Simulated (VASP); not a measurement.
The system is Ba2SrP2.

```
Ba Sr P
1.0
     4.72592    0.00000    0.00000
    -2.36296    4.09277    0.00000
     0.00000    0.00000    7.47154
Ba Sr P
2 1 2
Cartesian
  2.3630 1.3643 2.7645
  0.0000 0.0000 0.0000
  0.0000 2.7285 4.7071
  0.0000 2.7285 1.7558
  2.3630 1.3643 5.7157
```

| Quantity | Value |
| --- | --- |
| Program | VASP 6.6.1 |
| Task | relaxation of cell and atoms |
| Functional | PBE |
| Potentials or basis | VASP PAW PBE potentials, release 64 (Ba_sv, Sr_sv, P) |
| Cutoff | 600 eV |
| k mesh | 4 × 4 × 2 |
| Occupations | gaussian, width 0.2 eV |
| Spin | no spin polarisation |

At the start: pressure 11.9 GPa; volume 28.90 Å³/atom.

Task: Where does the relaxation end?

Result: Over 9 steps the energy falls by 253.4 meV/atom and the volume is 37.01 Å³/atom (+28.1 %); space group P3m1 (No. 156, to 0.1 Å) before and after.

The path:
```csv
step,energy change (eV),largest force (eV/Å),pressure (GPa),volume (Å³)
1,0.0000,0.7852,11.90,144.52
2,-1.0806,0.6534,-2.07,194.24
3,-1.1678,0.6594,0.02,180.83
4,-1.1679,0.6590,-0.12,181.61
5,-1.2091,0.5210,-0.09,181.99
6,-1.2625,0.1558,0.10,182.98
7,-1.2633,0.1054,0.14,183.11
8,-1.2666,0.0813,-0.12,184.44
9,-1.2670,0.0703,-0.24,185.07
```

Final structure:
```
Ba Sr P
1.0
     5.08753    0.00000    0.00000
    -2.54377    4.40593    0.00000
     0.00000    0.00000    8.25625
Ba Sr P
2 1 2
Direct
  0.66667 0.33333 0.35371
  0.00000 0.00000 0.99671
  0.33333 0.66667 0.65097
  0.33333 0.66667 0.23735
  0.66667 0.33333 0.76126
```

Caveat: the k points lie up to 0.38 Å⁻¹ apart in the final cell; the volume moved by over 15 % at a fixed basis, so the end points are rough; the relaxation stopped at a loose force limit of 0.08 eV/Å, so its end isn't a converged minimum.
